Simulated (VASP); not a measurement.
A run of VASP 6.6.1 is set up as follows.

INCAR

```
SYSTEM = CdS
ALGO     = Normal         ! electronic algorithm
EDIFF    = 1E-6           ! SCF threshold, eV
ENCUT    = 520            ! plane-wave cutoff, eV
GGA      = PE             ! functional
ISIF     = 2              ! what is computed and relaxed
ISMEAR   = 0              ! smearing method
LASPH    = .TRUE.         ! aspherical terms in the spheres
LCHARG   = .TRUE.         ! write CHGCAR
LELF     = .TRUE.         ! ELF
LREAL    = .FALSE.        ! projectors in reciprocal space
LVHAR    = .TRUE.       
LWAVE    = .FALSE.        ! write WAVECAR
NBANDS   = 26             ! bands
NELM     = 80             ! most SCF steps
PREC     = Accurate       ! precision mode
SIGMA    = 0.05           ! smearing width, eV
```

Contents of KPOINTS:

```
k-points
0
G
  12 12 4
  0 0 0
```

Contents of POSCAR:

```
CdS
1.0
    4.1347992034      0.0000000000      0.0000000000
   -2.0673996017      3.5808411497      0.0000000000
    0.0000000000      0.0000000000      6.7490000000
Cd S
2 2
Direct
    0.3333333333      0.6666666667      0.0000000000
    0.6666666667      0.3333333333      0.5000000000
    0.3054069340      0.6108138679      0.3850000000
    0.6666666667      0.3333333333      0.8850000000
```

Potentials or basis: VASP PAW PBE potentials, release 64 (Cd, S).

The run is started by

```console
$ cat potpaw_PBE.64/Cd/POTCAR potpaw_PBE.64/S/POTCAR > POTCAR
$ mpirun -np 1 vasp_std > vasp.out
```

(1) Estimate the band gap on the k mesh.

(2) What does it give for the pressure?

Results:

(1) 1.24 eV, direct.

(2) 3.3 GPa.

Caveat: the cell differs from its parent crystal (atom 3 (S) moved by (-0.200, +0.000) A along y and z); forces of over 1 eV/Å act on the atoms, so gaps and moduli don't describe the material at rest.
